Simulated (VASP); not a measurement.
# MnS (F-43m) in VASP: single point with PBE

Aim: the single point of MnS with PBE.

All numbers are computed with VASP 6.6.1; they aren't measurements. Logs are shortened: lines on timing, memory, paths and dates and some standing lists are left out, and cuts for length are marked.

### Step 1. The cell of the first run

The structure is cubic, space group F-43m (No. 216). The conventional cell has a = 5.600 Å, b = 5.600 Å, c = 5.600 Å, α = 90.00°, β = 90.00°, γ = 90.00°. Mn (site symmetry -43m) has 4 S at 2.42 Å within 3.2 Å. S (site symmetry -43m) has 4 Mn at 2.42 Å within 3.2 Å.

### Step 2. Single point, PBE, collinear spin, ferromagnetic start

The input, INCAR:

```
ALGO     = Normal         # electronic algorithm
EDIFF    = 1E-6           # SCF threshold, eV
ENCUT    = 520            # plane-wave cutoff, eV
GGA      = PE             # functional
ISIF     = 2              # what is computed and relaxed
ISMEAR   = 0              # smearing method
ISPIN    = 2              # spin polarisation
LASPH    = True           # aspherical terms in the spheres
LCHARG   = True           # write CHGCAR
LELF     = True           # ELF
LMAXMIX  = 4              # l up to which the mixer works
LORBIT   = 11             # projections on sites
LREAL    = False          # projectors in reciprocal space
LVHAR    = True         
LWAVE    = False          # write WAVECAR
MAGMOM   = 4.58 0.14      # initial moments
NBANDS   = 20             # bands
NELM     = 150            # most SCF steps
PREC     = Accurate       # precision mode
SIGMA    = 0.05           # smearing width, eV
```

The input, KPOINTS:

```
k-points
0
Gamma
  6 6 6
```

The input, POSCAR:

```
MnS
1.0
    0.0000000000      2.8000000000      2.8000000000
    2.8000000000      0.0000000000      2.8000000000
    2.8000000000      2.8000000000      0.0000000000
Mn S
1 1
Direct
    0.0000000000      0.0000000000      0.0000000000
    0.7500000000      0.7500000000      0.7500000000
```

Potentials or basis: VASP PAW PBE potentials, release 64 (Mn_pv, S).

Launch:

```bash
$ cat potpaw_PBE.64/Mn_pv/POTCAR potpaw_PBE.64/S/POTCAR > POTCAR
$ mpirun -np 1 vasp_std > vasp.out
```

OUTCAR:

```text
EDIFF = 1E-6
   ENCUT = 520
   GGA = PE
   ISIF = 2
   ISMEAR = 0
   ISPIN = 2
   LASPH = True
   LORBIT = 11
   LREAL = False
   NELM = 150
   PREC = Accurate

 ion  position               nearest neighbor table
   1  0.000  0.000  0.000-   2 2.42   2 2.42   2 2.42   2 2.42
   2  0.750  0.750  0.750-   1 2.42   1 2.42   1 2.42   1 2.42

  LATTYP: Found a face centered cubic cell.
 ALAT       =     5.6000000000

  Lattice vectors:

 A1 = (   0.0000000000,   2.8000000000,   2.8000000000)
 A2 = (   2.8000000000,   0.0000000000,   2.8000000000)
 A3 = (   2.8000000000,   2.8000000000,   0.0000000000)

Analysis of symmetry for initial positions (statically):
=====================================================================
 Subroutine PRICEL returns:
 Original cell was already a primitive cell.

 Routine SETGRP: Setting up the symmetry group for a
 face centered cubic supercell.

 Subroutine GETGRP returns: Found 24 space group operations
 (whereof 24 operations were pure point group operations)
 out of a pool of 48 trial point group operations.

The static configuration has the point symmetry T_d .

Analysis of symmetry for dynamics (positions and initial velocities):
=====================================================================
 Subroutine PRICEL returns:
 Original cell was already a primitive cell.

 Routine SETGRP: Setting up the symmetry group for a
 face centered cubic supercell.

 Subroutine GETGRP returns: Found 24 space group operations
 (whereof 24 operations were pure point group operations)
 out of a pool of 48 trial point group operations.

The dynamic configuration has the point symmetry T_d .

Analysis of structural, dynamic, and magnetic symmetry:
=====================================================================
 Subroutine PRICEL returns:
 Original cell was already a primitive cell.

 Routine SETGRP: Setting up the symmetry group for a
 face centered cubic supercell.

 Subroutine GETGRP returns: Found 24 space group operations
 (whereof 24 operations were pure point group operations)
 out of a pool of 48 trial point group operations.

The overall configuration has the point symmetry T_d .

 Subroutine INISYM returns: Found 24 space group operations
 (whereof 24 operations are pure point group operations),
 and found     1 'primitive' translations

----------------------------------------------------------------------------------------

                                     Primitive cell

  volume of cell :      43.9040

  direct lattice vectors                    reciprocal lattice vectors
     0.000000000  2.800000000  2.800000000    -0.178571429  0.178571429  0.178571429
     2.800000000  0.000000000  2.800000000     0.178571429 -0.178571429  0.178571429
     2.800000000  2.800000000  0.000000000     0.178571429  0.178571429 -0.178571429

  length of vectors
     3.959797975  3.959797975  3.959797975     0.309294787  0.309294787  0.309294787

  position of ions in fractional coordinates (direct lattice)
     0.000000000  0.000000000  0.000000000
     0.750000000  0.750000000  0.750000000

  ion indices of the primitive-cell ions
   primitive index   ion index
                 1           1
                 2           2

----------------------------------------------------------------------------------------

 KPOINTS: k-points

Automatic generation of k-mesh.
 Grid dimensions read from file:
 generate k-points for:    6    6    6

 Generating k-lattice:

  Cartesian coordinates                     Fractional coordinates (reciprocal lattice)
    -0.029761905  0.029761905  0.029761905     0.166666667  0.000000000  0.000000000
     0.029761905 -0.029761905  0.029761905     0.000000000  0.166666667  0.000000000
     0.029761905  0.029761905 -0.029761905     0.000000000  0.000000000  0.166666667

  Length of vectors
     0.051549131  0.051549131  0.051549131

  Shift w.r.t. Gamma in fractional coordinates (k-lattice)
     0.000000000  0.000000000  0.000000000

 Subroutine IBZKPT returns following result:
 ===========================================

 Found     16 irreducible k-points:

 Following reciprocal coordinates:
            Coordinates               Weight
  0.000000  0.000000  0.000000      1.000000
  0.166667  0.000000  0.000000      8.000000
  0.333333  0.000000  0.000000      8.000000
  0.500000  0.000000  0.000000      4.000000
  0.166667  0.166667  0.000000      6.000000
  0.333333  0.166667  0.000000     24.000000
[... 8 lines left out ...]
 -0.333333  0.333333  0.166667     24.000000
 -0.333333  0.500000  0.166667     12.000000
   k-points           NKPTS =     16   k-points in BZ     NKDIM =     16   number of bands    NBANDS=     20
   number of dos      NEDOS =    301   number of ions     NIONS =      2
   total plane-waves  NPLWV =  27000
   dimension x,y,z NGX =    30 NGY =   30 NGZ =   30
   dimension x,y,z NGXF=    60 NGYF=   60 NGZF=   60
   ions per type =               1   1
   NGX,Y,Z   is equivalent  to a cutoff of  12.60, 12.60, 12.60 a.u.
   NGXF,Y,Z  is equivalent  to a cutoff of  25.19, 25.19, 25.19 a.u.
 SYSTEM =  unknown system
   PREC   = accura    normal or accurate (medium, high low for compatibility)
   ISTART =      0    job   : 0-new  1-cont  2-samecut
   ICHARG =      2    charge: 1-file 2-atom 10-const
   ISPIN  =      2    spin polarized calculation?
   LNONCOLLINEAR =      F non collinear calculations
   LSORBIT =      F    spin-orbit coupling
   LASPH  =      T    aspherical Exc in radial PAW
   ENCUT  =  520.0 eV  38.22 Ry    6.18 a.u.   7.36  7.36  7.36*2*pi/ulx,y,z
   NELM   =    150;   NELMIN=  2; NELMDL= -5     # of ELM steps
   EDIFF  = 0.1E-05   stopping-criterion for ELM
   LREAL  =      F    real-space projection
   EDIFFG = 0.1E-04   stopping-criterion for IOM
   NSW    =      0    number of steps for IOM
   IBRION =     -1    ionic relax: 0-MD 1-quasi-New 2-CG
   NFREE  =      0    steps in history (QN), initial steepest desc. (CG)
   ISIF   =      2    stress and relaxation
   ISYM   =      2    0-nonsym 1-usesym 2-fastsym
   POTIM  = 0.5000    time-step for ionic-motion
   TEBEG  =    0.0;   TEEND  =   0.0 temperature during run
   PSTRESS=    0.0 pullay stress
   NELECT =      19.0000    total number of electrons
   NUPDOWN=      -1.0000    fix difference up-down
   EMIN   =  10.00;   EMAX   =-10.00  energy-range for DOS
   EFERMI =   0.00;   METHOD = LEGACY
   ISMEAR =     0;   SIGMA  =   0.05  broadening in eV -4-tet -1-fermi 0-gaus
   EFERMI_NEDOS =   21; number of points for ismear=-14 and -15
   IALGO  =     38    algorithm
   IMIX   =      4    mixing-type and parameters
     AMIX     =   0.40;   BMIX     =  1.00
     AMIX_MAG =   1.60;   BMIX_MAG =  1.00
  volume/ion in A,a.u.               =      21.95       148.14
  Fermi-wavevector in a.u.,A,eV,Ry     =   1.238297  2.340041 20.862879  1.533378
  Thomas-Fermi vector in A             =   2.372828
   LORBIT       =     11    0 simple, 1 ext, 2 COOP (PROOUT), +10 PAW based schemes
   GGA     = PE    functional components
   LHFCALC =     F    Hartree Fock is set to
   AEXX    =    0.0000 exact exchange contribution
   IVDW    =     0    specifies the selected vdW correction
   LEPSILON=     F    determine dielectric tensor
   LRPA    =     F    only Hartree local field effects (RPA)
 spin polarized calculation
 Gauss-broadening in eV      SIGMA  =   0.05
  energy-cutoff  :      520.00
  volume of cell :       43.90
 maximum number of plane-waves:      1243
 NGX is ok and might be reduce to    30
   NGX = 15   NGY = 15   NGZ = 15

 number of electron      18.9999987 magnetization       4.9310699

 Free energy of the ion-electron system (eV)
  ---------------------------------------------------
  ext. energy  EPLUGINS =         0.00000000
  ---------------------------------------------------
  free energy    TOTEN  =       -14.08019230 eV

  energy without entropy =      -14.07830249  energy(sigma->0) =      -14.07924740

 E-fermi :   4.5261     XC(G=0):  -9.3136

 val. band max:        4.5049559995   @ k =   0.1667   0.0000   0.0000
 cond. band min:       4.5267281263   @ k =   0.5000   0.5000   0.0000
 fundamental gap:      0.0217721268
 Fermi energy:         4.5261493865

 spin component 1

 k-point     1 :       0.0000    0.0000    0.0000
  band No.  band energies     occupation
      1     -46.2451      1.00000
      2     -46.2450      1.00000
      3     -46.2450      1.00000
      4      -9.3879      1.00000
      5      -0.3593      1.00000
      6      -0.3593      1.00000
[... 12 lines left out ...]
     19      16.5421      0.00000
     20      17.1704      0.00000

 k-point     2 :       0.1667    0.0000    0.0000
  band No.  band energies     occupation
      1     -46.2458      1.00000
      2     -46.2452      1.00000
      3     -46.2452      1.00000
      4      -9.2322      1.00000
      5      -0.5996      1.00000
      6      -0.2957      1.00000
[... 12 lines left out ...]
     19      15.8787      0.00000
     20      18.3766      0.00000
[... 280 lines left out ...]
      2     -46.2468      1.00000
      3     -46.2460      1.00000
      4      -8.5395      1.00000
      5      -0.7689      1.00000
      6      -0.4954      1.00000
[... 12 lines left out ...]
     19      17.4179      0.00000
     20      19.1627      0.00000

 k-point    16 :      -0.3333    0.5000    0.1667
  band No.  band energies     occupation
      1     -46.2478      1.00000
      2     -46.2467      1.00000
      3     -46.2463      1.00000
      4      -8.4819      1.00000
      5      -1.0170      1.00000
      6      -0.1687      1.00000
[... 12 lines left out ...]
     19      17.3051      0.00000
     20      17.5664      0.00000
 Fermi energy:         4.5261493865

 spin component 2

 k-point     1 :       0.0000    0.0000    0.0000
  band No.  band energies     occupation
      1     -41.6495      1.00000
      2     -41.6495      1.00000
      3     -41.6495      1.00000
      4      -9.0737      1.00000
      5       1.2155      1.00000
      6       1.2155      1.00000
[... 12 lines left out ...]
     19      17.3930      0.00000
     20      18.1305      0.00000

 k-point     2 :       0.1667    0.0000    0.0000
  band No.  band energies     occupation
      1     -41.6507      1.00000
      2     -41.6497      1.00000
      3     -41.6497      1.00000
      4      -8.9273      1.00000
      5       0.6681      1.00000
      6       1.2401      1.00000
[... 12 lines left out ...]
     19      16.7882      0.00000
     20      19.4456      0.00000
[... 281 lines left out ...]
      3     -41.6509      1.00000
      4      -8.2785      1.00000
      5      -0.0827      1.00000
      6       0.4558      1.00000
[... 12 lines left out ...]
     19      18.0566      0.00000
     20      20.0095      0.00000

 k-point    16 :      -0.3333    0.5000    0.1667
  band No.  band energies     occupation
      1     -41.6536      1.00000
      2     -41.6519      1.00000
      3     -41.6513      1.00000
      4      -8.2248      1.00000
      5      -0.1905      1.00000
      6       0.6526      1.00000
[... 12 lines left out ...]
     19      17.9485      0.00000
     20      18.1300      0.00000

------------------------ aborting loop because EDIFF is reached ----------------------------------------

  FORCE on cell =-STRESS in cart. coord.  units (eV):
  Direction    XX          YY          ZZ          XY          YZ          ZX
  --------------------------------------------------------------------------------------
  -------------------------------------------------------------------------------------
  Total        0.3303182      0.3303182      0.3303182      0.0000000      0.0000000     -0.0000000
  in kB       12.0542176     12.0542176     12.0542176      0.0000000      0.0000000     -0.0000000
  external PRESSURE =      12.0542176 kB  Pullay stress =       0.0000000 kB

 VOLUME and BASIS-vectors are now :
 -----------------------------------------------------------------------------
  energy-cutoff  :      520.00
  volume of cell :       43.90
      direct lattice vectors                 reciprocal lattice vectors
     0.000000000  2.800000000  2.800000000    -0.178571429  0.178571429  0.178571429
     2.800000000  0.000000000  2.800000000     0.178571429 -0.178571429  0.178571429
     2.800000000  2.800000000  0.000000000     0.178571429  0.178571429 -0.178571429

 POSITION                                       TOTAL-FORCE (eV/Angst)
 -----------------------------------------------------------------------------------
      0.00000      0.00000      0.00000         0.000000      0.000000      0.000000
      4.20000      4.20000      4.20000        -0.000000     -0.000000     -0.000000
 -----------------------------------------------------------------------------------
    total drift:                                0.000000      0.000000      0.000000

  FREE ENERGIE OF THE ION-ELECTRON SYSTEM (eV)
  ---------------------------------------------------
  free  energy   TOTEN  =       -14.0801923014 eV

  energy  without entropy=      -14.0783024929  energy(sigma->0) =      -14.07924740

 total charge

# of ion       s       p       d       tot
------------------------------------------
    1        0.261   6.212   4.902  11.375
    2        1.314   2.451   0.000   3.765
--------------------------------------------------
tot          1.575   8.663   4.902  15.140

 magnetization (x)

# of ion       s       p       d       tot
------------------------------------------
    1        0.049   0.066   4.220   4.335
    2        0.011   0.079   0.000   0.090
--------------------------------------------------
tot          0.060   0.145   4.220   4.425
```

It took 38 s on 1 thread of Intel Xeon Platinum 8259CL at 2.50GHz (Skylake/Cascade Lake), shared host; peak memory 0.19 GiB.

What came out:

```yaml
Free_energy: -14.0802 eV
Pressure: 1.2 GPa
Net_moment: 4.93 μB per cell
Site_moments: Mn +4.33; S +0.09 μB
Valence_electrons_inside_the_program's_atomic_spheres: Mn 11.38; S 3.77
```

Caveat: a cell with one magnetic atom can't hold antiferromagnetic order, which such compounds often take; semilocal functionals often make such compounds metallic where correlation or magnetic order opens a gap, which also shifts bond lengths. With open d or f shells a metallic result of PBE can be an artefact of self-interaction; +U or a hybrid may open a gap.
